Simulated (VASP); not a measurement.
Ir: single point with PBE

Crystal: Ir.

```xyz
1
Lattice="0.0000 1.9050 1.9050 1.9050 0.0000 1.9050 1.9050 1.9050 0.0000" Properties=species:S:1:pos:R:3 pbc="T T T"
Ir    0.0000    0.0000    0.0000
```

* Program: VASP 6.6.1
* Task: single point
* Functional: PBE
* Potentials or basis: VASP PAW PBE potentials, release 64 (Ir)
* Cutoff: 500 eV
* k mesh: 8 × 8 × 8
* Occupations: methfessel-paxton, width 0.05 eV
* Spin: no spin polarisation
* Dipole correction: no
* Further INCAR settings: ALGO = Normal; EDIFF = 1e-06; NBANDS = 10

| Item | Value |
| --- | --- |
| Pressure | 20.8 GPa |
| Band gap on the k mesh | zero (an odd number of electrons rules out a gap without spin polarisation) |

Levels at points of the mesh, in eV from the Fermi level:
```tsv
k point	band 1	band 2	band 3	band 4	band 5	band 6	band 7	band 8
(0.00, 0.00, 0.00)	-11.44	-4.09	-4.09	-4.09	-1.29	-1.29	14.19	19.94
(0.50, 0.00, 0.00)	-8.42	-4.20	-4.20	-0.89	0.88	0.88	7.44	13.75
(0.50, 0.50, 0.00)	-8.24	-7.67	0.86	1.48	1.48	1.62	10.77	11.75
```

Run time: 2.7 s on 1 thread of AMD EPYC 9R45 96-Core Processor (Zen 5) (shared host), peak memory 0.1 GiB.

Caveat: the cell stands under pressure; spin-orbit coupling is left out, which moves the levels of the heavy elements.
